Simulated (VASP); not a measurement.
Here is a VASP 6.6.1 calculation.

INCAR

```
SYSTEM = Zr
  PREC = Accurate
  ENCUT = 600
  EDIFF = 1E-7
  ISMEAR = -1
  SIGMA = 0.05
  LREAL = .FALSE.
  LASPH = .TRUE.
  NELM = 100
  ALGO = Normal
  ISIF = 3
  LWAVE = .FALSE.
  LCHARG = .FALSE.
  GGA = PS
  IBRION = 2
  NSW = 80
  EDIFFG = -0.005
```

KPOINTS

```
Automatic mesh
0
G
  9 9 5
  0 0 0
```

File POSCAR:

```
Zr
1.0
    3.2320000000      0.0000000000      0.0000000000
   -1.6160000000      2.7989941050      0.0000000000
    0.0000000000      0.0000000000      5.1470000000
Zr
2
Direct
    0.6666666667      0.3333333333      0.7500000000
    0.3333333333      0.6666666667      0.2500000000
```

Potentials or basis: VASP PAW PBE potentials, release 64 (Zr_sv).

Command:

```sh
$ cat potpaw_PBE.64/Zr_sv/POTCAR > POTCAR
$ mpirun -np 1 vasp_std > vasp.out
```

(1) What does it give for the relaxed cell?

(2) What does it give for the space group after relaxing (to 0.1 Å)?

(3) Predict the band gap on the k mesh.

Answers

(1) a = 3.183 Å, b = 3.183 Å, c = 5.127 Å, α = 90.00°, β = 90.00°, γ = 120.00°.

(2) P6_3/mmc (No. 194).

(3) zero (bands 12 and 13 overlap by 1.13 eV).
